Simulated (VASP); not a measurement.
Write the native input for VASP 6.6.1 that does the following.

| Property | Result |
| --- | --- |
| Task | single point |
| Functional | PBE |
| Potentials or basis | VASP PAW PBE potentials, release 64 (Cu, H, Os) |
| Cutoff | 520 eV |
| k mesh | 6 × 6 × 6 |
| Occupations | gaussian, width 0.1 eV |
| Spin | no spin polarisation |
| Dipole correction | no |
| Further INCAR settings | ALGO = Normal; EDIFF = 1e-06; NBANDS = 22 |

The structure of CuH6Os lies in POSCAR:

```
CuH6Os
1.0
    1.8164117400      1.0487058100      4.2361539500
   -1.8164117400      1.0487058100      4.2361539500
    0.0000000000     -2.0974116200      4.2361539500
Cu H Os
1 6 1
Direct
    0.0000000000      0.0000000000      0.0000000000
    0.7805394200      0.2194605800      0.0000000000
    0.0000000000      0.7805394200      0.2194605800
    0.2194605800      0.0000000000      0.7805394200
    0.2194605800      0.7805394200      0.0000000000
    0.0000000000      0.2194605800      0.7805394200
    0.7805394200      0.0000000000      0.2194605800
    0.5000000000      0.5000000000      0.5000000000
```

The cell was generated, and may not be a known phase.

One way to write it, as run:

INCAR

```
  PREC = Accurate
  ENCUT = 520
  EDIFF = 1E-6
  ISMEAR = 0
  SIGMA = 0.1
  LREAL = F
  LASPH = T
  NELM = 80
  ALGO = Normal
  ISIF = 2
  LWAVE = F
  LCHARG = F
  GGA = PE
  NBANDS = 22
```

KPOINTS

```
regular mesh
0
Gamma
  6 6 6
```

Potentials or basis: VASP PAW PBE potentials, release 64 (Cu, H, Os).

Launch:

```bash
$ cat potpaw_PBE.64/Cu/POTCAR potpaw_PBE.64/H/POTCAR potpaw_PBE.64/Os/POTCAR > POTCAR
$ mpirun -np 1 vasp_std > vasp.out
```

It gave:

```yaml
Pressure: 460.3 GPa
Largest_force: 87.843 eV/Å
Band_gap_on_the_k_mesh: zero (an odd number of electrons rules out a gap without spin polarisation)
```

Caveat: atoms lie so close that the PAW spheres overlap strongly, which falsifies energies and pressures; the stress differs along the axes, from 13 to 684 GPa; spin-orbit coupling is left out, which moves the levels of the heavy elements; forces of over 1 eV/Å act on the atoms, so gaps and moduli don't describe the material at rest.

Wall time 48 s on 1 thread of Intel(R) Xeon(R) Platinum 8259CL CPU @ 2.50GHz (Skylake/Cascade Lake), with other jobs on the host, peak memory 0.22 GiB.
